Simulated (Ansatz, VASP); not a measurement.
# Au: VASP beside Ansatz

```xyz
1
Lattice="-1.6530 1.6530 1.6530 1.6530 -1.6530 1.6530 1.6530 1.6530 -1.6530" Properties=species:S:1:pos:R:3 pbc="T T T"
Au    0.0000    0.0000    0.0000
```

Alike in both runs: task single point; functional PBE; k mesh 18 × 18 × 18; occupations gaussian, width 0.05 eV; no spin polarisation.

|  | VASP | Ansatz |
| --- | --- | --- |
| version | VASP 6.6.1 | Ansatz 0.2.0 |
| potentials or method | VASP PAW PBE potentials, release 64 (Au), cutoff 520 eV | scalar-relativistic, plane waves, PAW |
| valence electrons in the cell | 11 | 19 |

Ansatz gave:

* gap on the k mesh at the Fermi level (eV): none
* pressure (GPa): -0.6

Task: What did VASP give for the same quantities?

Result: gap on the k mesh at the Fermi level (eV): none; pressure (GPa): -0.8.

A gap of «none» marks a metal or a gap that the smearing closes. With one functional, cell and mesh, what is left measures potentials, basis and numerics. VASP's potentials hold 11 valence electrons a cell and Ansatz's 19, so a difference there can come from the potentials and not from the codes.

Spin-orbit coupling is off throughout.
